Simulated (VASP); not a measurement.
A run of VASP 6.6.1 is set up as follows.

INCAR

```
  ALGO = Fast
  EDIFF = 1E-6
  ENCUT = 520
  GGA = PE
  ISIF = 2
  ISMEAR = 0
  LASPH = True
  LCHARG = True
  LELF = True
  LREAL = False
  LVHAR = True
  LWAVE = False
  NBANDS = 9
  NELM = 80
  PREC = Accurate
  SIGMA = 0.15
```

Contents of KPOINTS:

```
k-points
0
Gamma
  18 18 10
```

File POSCAR:

```
Mg
1.0
    3.1089153849      0.0000000000      0.0000000000
   -1.5544576924      2.6923997016      0.0000000000
    0.0000000000      0.0000000000      5.5521393023
Mg
2
Direct
    0.3333333333      0.6666666667      0.2500000000
    0.6666666667      0.3333333333      0.7500000000
```

Potentials or basis: VASP PAW PBE potentials, release 64 (Mg).

The run is started by

```console
$ cat potpaw_PBE.64/Mg/POTCAR > POTCAR
$ mpirun -np 1 vasp_std > vasp.out
```

Problem. Estimate the pressure.

Solution. -0.1 GPa.

Problem. Estimate the band gap on the k mesh.

Solution. Zero (band 2 reaches 3.48 eV, above the bottom of band 3 at 0.48 eV).

Stress tensor (GPa, compression positive):
```
 1.35  0.00  0.00
 0.00  1.35  0.00
 0.00  0.00 -3.01
```
